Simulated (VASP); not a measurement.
P:

```
P
1.0
     0.00000    2.30096    2.32865
     1.77565    0.00000    2.32865
     1.77565    2.30096    0.00000
P
1
Direct
  0.00000 0.00000 0.00000
```

| Property | Result |
| --- | --- |
| Program | VASP 6.6.1 |
| Task | relaxation of cell and atoms |
| Functional | PBE |
| Potentials or basis | VASP PAW PBE potentials, release 64 (P) |
| Cutoff | 500 eV |
| k mesh | 8 × 8 × 8 |
| Occupations | gaussian, width 0.1 eV |
| Spin | no spin polarisation |

At the start: pressure -15.9 GPa; volume 19.03 Å³/atom.

Task: Where does the relaxation end?

Result: Over 34 steps the energy falls by 433.5 meV/atom and the volume is 15.47 Å³/atom (-18.7 %); space group I4/mmm (No. 139, to 0.1 Å) before and after.

Step by step:
| step | energy change (eV) | largest force (eV/Å) | pressure (GPa) | volume (Å³) |
| --- | --- | --- | --- | --- |
| 1 | 0.0000 | 0.0000 | -15.88 | 19.03 |
| 2 | -0.3337 | 0.0000 | -0.12 | 14.29 |
| 3 | -0.3341 | 0.0000 | 0.69 | 14.18 |
| 4 | -0.3452 | 0.0000 | 0.78 | 14.15 |
| 5 | -0.3460 | 0.0000 | 0.81 | 14.14 |
| 6 | -0.3487 | 0.0000 | -0.54 | 14.28 |
| 7 | -0.3495 | 0.0000 | -0.15 | 14.24 |
| 8 | -0.3531 | 0.0000 | 0.02 | 14.23 |
| 9 | -0.3700 | 0.0000 | 1.24 | 14.20 |
| 10 | -0.3783 | 0.0000 | 3.23 | 14.04 |
| 11 | -0.3786 | 0.0000 | 1.81 | 14.14 |
| 12 | -0.3834 | 0.0000 | 2.49 | 14.09 |
| 13 | -0.3840 | 0.0000 | 2.47 | 14.10 |
| 14 | -0.3849 | 0.0000 | 2.38 | 14.12 |
| 15 | -0.3857 | 0.0000 | 2.32 | 14.12 |
| 16 | -0.3882 | 0.0000 | 2.17 | 14.15 |
| 17 | -0.3926 | 0.0000 | 1.86 | 14.20 |
| 18 | -0.3982 | 0.0000 | 1.13 | 14.30 |
| 19 | -0.3992 | 0.0000 | 0.26 | 14.50 |
| 20 | -0.4000 | 0.0000 | 0.30 | 14.51 |
| 21 | -0.4016 | 0.0000 | 0.36 | 14.54 |
| 22 | -0.4039 | 0.0000 | 0.33 | 14.60 |
| 23 | -0.4153 | 0.0000 | 0.67 | 14.69 |
| 24 | -0.4153 | 0.0000 | 2.88 | 14.84 |
| 25 | -0.3860 | 0.0000 | 5.52 | 14.92 |
| 26 | -0.4239 | 0.0000 | 4.57 | 14.91 |
| 27 | -0.4231 | 0.0000 | 3.36 | 14.89 |
| 28 | -0.4262 | 0.0000 | 3.94 | 14.90 |
| 29 | -0.4276 | 0.0000 | 3.65 | 14.97 |
| 30 | -0.4286 | 0.0000 | 3.17 | 15.11 |
| 31 | -0.4303 | 0.0000 | 2.57 | 15.18 |
| 32 | -0.4332 | 0.0000 | 0.84 | 15.38 |
| 33 | -0.4335 | 0.0000 | 0.21 | 15.46 |
| 34 | -0.4335 | 0.0000 | 0.13 | 15.47 |

Final structure:
```xyz
1
Lattice="0.0000 1.6843 2.7120 1.6937 0.0000 2.7120 1.6937 1.6843 0.0000" Properties=species:S:1:pos:R:3 pbc="T T T"
P     1.6937    1.6843    0.0000
```

Caveat: the volume moved by over 15 % at a fixed basis, so the end points are rough.
